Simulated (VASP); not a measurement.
Write the native input for VASP 6.6.1 that does the following.

| Property | Result |
| --- | --- |
| Task | relaxation of cell and atoms |
| Functional | r2SCAN |
| Potentials or basis | VASP PAW PBE potentials, release 64 (Ti_sv) |
| Cutoff | 600 eV |
| k mesh | 13 × 13 × 13 |
| Occupations | fermi-dirac, width 0.05 eV |
| Spin | collinear spin |
| Starting moments | [1.0] μB |
| Dipole correction | no |
| Further INCAR settings | ALGO = Normal; EDIFF = 1e-06; IBRION = 2; EDIFFG = -0.01; NSW = 80; ISIF = 3 |

Ti:

```
Ti
1.0
     0.00000    2.06683    2.06683
     2.06683    0.00000    2.06683
     2.06683    2.06683    0.00000
Ti
1
Direct
  0.00000 0.00000 0.00000
```

This isn't the form of Ti at room conditions, which is hcp.

These files were run (other wordings do the same):

POSCAR

```
Ti
1.0
    0.0000000000      2.0668332624      2.0668332624
    2.0668332624      0.0000000000      2.0668332624
    2.0668332624      2.0668332624      0.0000000000
Ti
1
Direct
    0.0000000000      0.0000000000      0.0000000000
```

INCAR.step1

```
PREC = Accurate ; ENCUT = 600
ISMEAR = -1 ; SIGMA = 0.05
LREAL = F ; LASPH = T
NELM = 150 ; ISPIN = 2
MAGMOM = 1 ; LMAXMIX = 4
GGA = PE ; ALGO = Normal
EDIFF = 1E-4 ; LWAVE = T
LCHARG = F
```

INCAR.step2

```
PREC = Accurate ; ENCUT = 600
EDIFF = 1E-6 ; ISMEAR = -1
SIGMA = 0.05 ; LREAL = F
LASPH = T ; NELM = 150
ALGO = Normal ; ISIF = 3
LWAVE = F ; LCHARG = F
ISPIN = 2 ; MAGMOM = 1
LORBIT = 11 ; LMAXMIX = 4
METAGGA = R2SCAN ; LMIXTAU = T
IBRION = 2 ; NSW = 80
EDIFFG = -0.01 ; ISTART = 1
```

KPOINTS

```
regular mesh
0
Gamma
  13 13 13
```

Potentials or basis: VASP PAW PBE potentials, release 64 (Ti_sv).

Launch:

```console
$ cat potpaw_PBE.64/Ti_sv/POTCAR > POTCAR
$ cp INCAR.step1 INCAR
$ mpirun -np 1 vasp_std > vasp.out
$ cp INCAR.step2 INCAR
$ mpirun -np 1 vasp_std > vasp.out
```

Results of the run:

```yaml
Relaxed_volume: 17.42 Å³/atom
Relaxed_cell: a = 2.910 Å, b = 2.910 Å, c = 2.910 Å, α = 60.00°, β = 60.00°, γ = 60.00°
Space_group_after_relaxing_to_0.1_Å: Fm-3m (No. 225)
Energy_gained_by_relaxing: 1.2 meV/atom
Ionic_steps: 7
Pressure_after_relaxing: -0.1 GPa
Band_gap_on_the_k_mesh: zero (filled and empty bands overlap)
Net_moment: 0.00 μB per cell
Valence_electrons_inside_the_program's_atomic_spheres: Ti 10.22
```

Caveat: the PAW data sets were made with another functional, which shifts forces and pressure a little.

Wall time 9.8 min on 1 thread of Oxide Virtual Turin-like Processor, on a shared host, peak memory 0.15 GiB.
